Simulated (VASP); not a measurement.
# Mg (P6/mmm) in VASP: single point with PBEsol

Aim: the single point of Mg with PBEsol.

All numbers are computed with VASP 6.6.1; they aren't measurements. Logs are shortened: lines on timing, memory, paths and dates and some standing lists are left out, and cuts for length are marked.

## 1. The cell of the first run

Symmetry: P6/mmm, No. 191, hexagonal system. Conventional cell: a = 3.050 Å, b = 3.050 Å, c = 3.045 Å, α = 90.00°, β = 90.00°, γ = 120.00°. Mg (site symmetry 6/mmm) has 8 Mg at 3.04 to 3.05 Å within 4.0 Å.

## 2. Single point, PBEsol

INCAR reads:

```
SYSTEM = Mg
PREC = Accurate ; ENCUT = 600
EDIFF = 1E-6 ; ISMEAR = 1
SIGMA = 0.05 ; LREAL = .FALSE.
LASPH = .TRUE. ; NELM = 120
ALGO = Normal ; ISIF = 2
LWAVE = .FALSE. ; LCHARG = .FALSE.
GGA = PS ; NBANDS = 7
GGA_COMPAT = .FALSE.
```

KPOINTS reads:

```
Automatic mesh
0
G
  9 9 8
  0 0 0
```

POSCAR reads:

```
Mg
1.0
    3.0502998000      0.0000000000      0.0000000000
   -1.5251499000      2.6416371200      0.0000000000
    0.0000000000      0.0000000000      3.0448375700
Mg
1
Direct
    0.0000000000      0.0000000000      0.0000000000
```

Potentials or basis: VASP PAW PBE potentials, release 64 (Mg).

Started as:

```console
cat potpaw_PBE.64/Mg/POTCAR > POTCAR
mpirun -np 1 vasp_std > vasp.out
```

OUTCAR:

```text
SYSTEM = Mg
   PREC = Accurate
   ENCUT = 600
   EDIFF = 1E-6
   ISMEAR = 1
   LREAL = .FALSE.
   LASPH = .TRUE.
   NELM = 120
   ISIF = 2
   GGA = PS

 ion  position               nearest neighbor table
   1  0.000  0.000  0.000-

  LATTYP: Found a hexagonal cell.
 ALAT       =     3.0502998000
 C/A-ratio  =     0.9982092809

  Lattice vectors:

 A1 = (   3.0502998000,   0.0000000000,   0.0000000000)
 A2 = (  -1.5251499000,   2.6416371200,   0.0000000000)
 A3 = (   0.0000000000,   0.0000000000,   3.0448375700)

Analysis of symmetry for initial positions (statically):
=====================================================================
 Subroutine PRICEL returns:
 Original cell was already a primitive cell.

 Routine SETGRP: Setting up the symmetry group for a
 hexagonal supercell.

 Subroutine GETGRP returns: Found 24 space group operations
 (whereof 24 operations were pure point group operations)
 out of a pool of 24 trial point group operations.

The static configuration has the point symmetry D_6h.

Analysis of symmetry for dynamics (positions and initial velocities):
=====================================================================
 Subroutine PRICEL returns:
 Original cell was already a primitive cell.

 Routine SETGRP: Setting up the symmetry group for a
 hexagonal supercell.

 Subroutine GETGRP returns: Found 24 space group operations
 (whereof 24 operations were pure point group operations)
 out of a pool of 24 trial point group operations.

The dynamic configuration has the point symmetry D_6h.

 Subroutine INISYM returns: Found 24 space group operations
 (whereof 24 operations are pure point group operations),
 and found     1 'primitive' translations

----------------------------------------------------------------------------------------

                                     Primitive cell

  volume of cell :      24.5346

  direct lattice vectors                    reciprocal lattice vectors
     3.050299800  0.000000000  0.000000000     0.327836628  0.189276565  0.000000000
    -1.525149900  2.641637120  0.000000000     0.000000000  0.378553130  0.000000000
     0.000000000  0.000000000  3.044837570     0.000000000  0.000000000  0.328424744

  length of vectors
     3.050299800  3.050299803  3.044837570     0.378553130  0.378553130  0.328424744

  position of ions in fractional coordinates (direct lattice)
     0.000000000  0.000000000  0.000000000

  ion indices of the primitive-cell ions
   primitive index   ion index
                 1           1

----------------------------------------------------------------------------------------

 KPOINTS: Automatic mesh

Automatic generation of k-mesh.
 Grid dimensions read from file:
 generate k-points for:    9    9    8

 Generating k-lattice:

  Cartesian coordinates                     Fractional coordinates (reciprocal lattice)
     0.036426292  0.021030729  0.000000000     0.111111111  0.000000000  0.000000000
     0.000000000  0.042061459  0.000000000     0.000000000  0.111111111  0.000000000
     0.000000000  0.000000000  0.041053093     0.000000000  0.000000000  0.125000000

  Length of vectors
     0.042061459  0.042061459  0.041053093

  Shift w.r.t. Gamma in fractional coordinates (k-lattice)
     0.000000000  0.000000000  0.000000000

 Subroutine IBZKPT returns following result:
 ===========================================

 Found     60 irreducible k-points:

 Following reciprocal coordinates:
            Coordinates               Weight
  0.000000  0.000000  0.000000      1.000000
  0.111111  0.000000  0.000000      6.000000
  0.222222 -0.000000  0.000000      6.000000
  0.333333 -0.000000  0.000000      6.000000
  0.444444 -0.000000  0.000000      6.000000
  0.111111  0.111111  0.000000      6.000000
[... 16 lines left out ...]
  0.333333  0.222222  0.125000     24.000000
  0.333333  0.333333  0.125000      4.000000
 [... further k-points ...]
   k-points           NKPTS =     60   k-points in BZ     NKDIM =     60   number of bands    NBANDS=      7
   number of dos      NEDOS =    301   number of ions     NIONS =      1
   total plane-waves  NPLWV =  13824
   dimension x,y,z NGX =    24 NGY =   24 NGZ =   24
   dimension x,y,z NGXF=    48 NGYF=   48 NGZF=   48
   ions per type =               1
   NGX,Y,Z   is equivalent  to a cutoff of  13.08, 13.08, 13.10 a.u.
   NGXF,Y,Z  is equivalent  to a cutoff of  26.16, 26.16, 26.21 a.u.
 SYSTEM =  Mg
   PREC   = accura    normal or accurate (medium, high low for compatibility)
   ISTART =      0    job   : 0-new  1-cont  2-samecut
   ICHARG =      2    charge: 1-file 2-atom 10-const
   ISPIN  =      1    spin polarized calculation?
   LNONCOLLINEAR =      F non collinear calculations
   LSORBIT =      F    spin-orbit coupling
   LASPH  =      T    aspherical Exc in radial PAW
   ENCUT  =  600.0 eV  44.10 Ry    6.64 a.u.   6.09  6.09  6.08*2*pi/ulx,y,z
   NELM   =    120;   NELMIN=  2; NELMDL= -5     # of ELM steps
   EDIFF  = 0.1E-05   stopping-criterion for ELM
   LREAL  =      F    real-space projection
   EDIFFG = 0.1E-04   stopping-criterion for IOM
   NSW    =      0    number of steps for IOM
   IBRION =     -1    ionic relax: 0-MD 1-quasi-New 2-CG
   NFREE  =      0    steps in history (QN), initial steepest desc. (CG)
   ISIF   =      2    stress and relaxation
   ISYM   =      2    0-nonsym 1-usesym 2-fastsym
   POTIM  = 0.5000    time-step for ionic-motion
   TEBEG  =    0.0;   TEEND  =   0.0 temperature during run
   PSTRESS=    0.0 pullay stress
   NELECT =       2.0000    total number of electrons
   NUPDOWN=      -1.0000    fix difference up-down
   EMIN   =  10.00;   EMAX   =-10.00  energy-range for DOS
   EFERMI =   0.00;   METHOD = LEGACY
   ISMEAR =     1;   SIGMA  =   0.05  broadening in eV -4-tet -1-fermi 0-gaus
   EFERMI_NEDOS =   21; number of points for ismear=-14 and -15
   IALGO  =     38    algorithm
   IMIX   =      4    mixing-type and parameters
     AMIX     =   0.40;   BMIX     =  1.00
     AMIX_MAG =   1.60;   BMIX_MAG =  1.00
  volume/ion in A,a.u.               =      24.53       165.57
  Fermi-wavevector in a.u.,A,eV,Ry     =   0.709836  1.341396  6.855535  0.503868
  Thomas-Fermi vector in A             =   1.796524
   LORBIT       =      0    0 simple, 1 ext, 2 COOP (PROOUT), +10 PAW based schemes
   GGA     = PS    functional components
   LHFCALC =     F    Hartree Fock is set to
   AEXX    =    0.0000 exact exchange contribution
   IVDW    =     0    specifies the selected vdW correction
   LEPSILON=     F    determine dielectric tensor
   LRPA    =     F    only Hartree local field effects (RPA)
 non-spin polarized calculation
 Methfessel and Paxton  Order N= 1 SIGMA  =   0.05
  energy-cutoff  :      600.00
  volume of cell :       24.53
 maximum number of plane-waves:       834
   NGX = 13   NGY = 13   NGZ = 13

 number of electron       2.0000000 magnetization

 Free energy of the ion-electron system (eV)
  ---------------------------------------------------
  ext. energy  EPLUGINS =         0.00000000
  ---------------------------------------------------
  free energy    TOTEN  =        -1.48628935 eV

  energy without entropy =       -1.48596387  energy(sigma->0) =       -1.48618086

 E-fermi :   2.2952     XC(G=0):  -8.3106

 val. band max:        2.2880415524   @ k =   0.3333   0.3333   0.0000
 cond. band min:       2.3063513583   @ k =   0.2222   0.2222   0.5000
 fundamental gap:      0.0183098059
 Fermi energy:         2.2951541461

 k-point     1 :       0.0000    0.0000    0.0000
  band No.  band energies     occupation
      1      -4.4200      2.00000
      2      10.2192      0.00000
      3      10.9574      0.00000
      4      14.7682      0.00000
      5      14.7682      0.00000
      6      15.8704      0.00000
      7      15.8704      0.00000

 k-point     2 :       0.1111    0.0000    0.0000
  band No.  band energies     occupation
      1      -4.1534      2.00000
      2      10.0975      0.00000
      3      11.1789      0.00000
      4      11.9733      0.00000
      5      13.4709      0.00000
      6      15.4721      0.00000
      7      17.6202      0.00000

 k-point     3 :       0.2222   -0.0000    0.0000
  band No.  band energies     occupation
      1      -3.3580      2.00000
      2       7.8505      0.00000
      3      10.8546      0.00000
      4      11.8446      0.00000
      5      12.1840      0.00000
      6      14.8420      0.00000
      7      20.2502      0.00000

 k-point     4 :       0.3333   -0.0000    0.0000
  band No.  band energies     occupation
      1      -2.0472      2.00000
      2       4.7831      0.00000
      3      10.6856      0.00000
      4      11.3173      0.00000
      5      12.9554      0.00000
      6      15.2184      0.00000
      7      19.0841      0.00000

 k-point     5 :       0.4444   -0.0000    0.0000
  band No.  band energies     occupation
      1      -0.2494      2.00000
      2       2.0741      2.00000
      3      10.4952      0.00000
      4      10.8838      0.00000
      5      14.4807      0.00000
      6      16.5095      0.00000
      7      16.6737      0.00000
[... 161 lines left out ...]
 k-point    22 :       0.2222    0.2222    0.1250
  band No.  band energies     occupation
      1      -1.0253      2.00000
      2       5.4594      0.00000
      3       6.0183      0.00000
      4      10.7330      0.00000
      5      16.5709      0.00000
      6      16.8939      0.00000
      7      17.8069      0.00000

 k-point    23 :       0.3333    0.2222    0.1250
  band No.  band energies     occupation
      1       0.7469      2.00000
      2       3.0371     -0.00000
      3       5.3306      0.00000
      4      12.3095      0.00000
      5      14.4370      0.00000
      6      16.6203      0.00000
      7      18.2610      0.00000

 k-point    24 :       0.3333    0.3333    0.1250
  band No.  band energies     occupation
      1       2.5170     -0.00000
      2       2.5170     -0.00000
      3       3.3947      0.00000
      4      14.0282      0.00000
      5      14.0282      0.00000
      6      14.7346      0.00000
      7      20.2806      0.00000

 [... further k-points ...]
[... 5 lines left out ...]
  --------------------------------------------------------------------------------------
  -------------------------------------------------------------------------------------
  Total        0.1645225      0.1645225     -0.0518850      0.0000000      0.0000000      0.0000000
  in kB       10.7437574     10.7437575     -3.3882268      0.0000000      0.0000000      0.0000000
  external PRESSURE =       6.0330960 kB  Pullay stress =       0.0000000 kB

 VOLUME and BASIS-vectors are now :
 -----------------------------------------------------------------------------
  energy-cutoff  :      600.00
  volume of cell :       24.53
      direct lattice vectors                 reciprocal lattice vectors
     3.050299800  0.000000000  0.000000000     0.327836628  0.189276565  0.000000000
    -1.525149900  2.641637120  0.000000000     0.000000000  0.378553130  0.000000000
     0.000000000  0.000000000  3.044837570     0.000000000  0.000000000  0.328424744

 POSITION                                       TOTAL-FORCE (eV/Angst)
 -----------------------------------------------------------------------------------
      0.00000      0.00000      0.00000         0.000000      0.000000      0.000000
 -----------------------------------------------------------------------------------
    total drift:                               -0.000000     -0.000000      0.000000

  FREE ENERGIE OF THE ION-ELECTRON SYSTEM (eV)
  ---------------------------------------------------
  free  energy   TOTEN  =        -1.4862893489 eV

  energy  without entropy=       -1.4859638713  energy(sigma->0) =       -1.48618086
```

Run time: 6.8 s. Hardware: 1 thread of Intel Xeon Platinum 8559C (Emerald Rapids), shared host; peak memory 0.14 GiB.

Results:

* Free energy: -1.4863 eV
* Pressure: 0.6 GPa
* Band gap on the k mesh: zero (band 1 reaches 5.27 eV, above the bottom of band 2 at -0.12 eV)

Stress tensor (GPa, compression positive):
```
 1.07  0.00  0.00
 0.00  1.07  0.00
 0.00  0.00 -0.34
```

Caveat: the PAW data sets were made with another functional, which shifts forces and pressure a little.
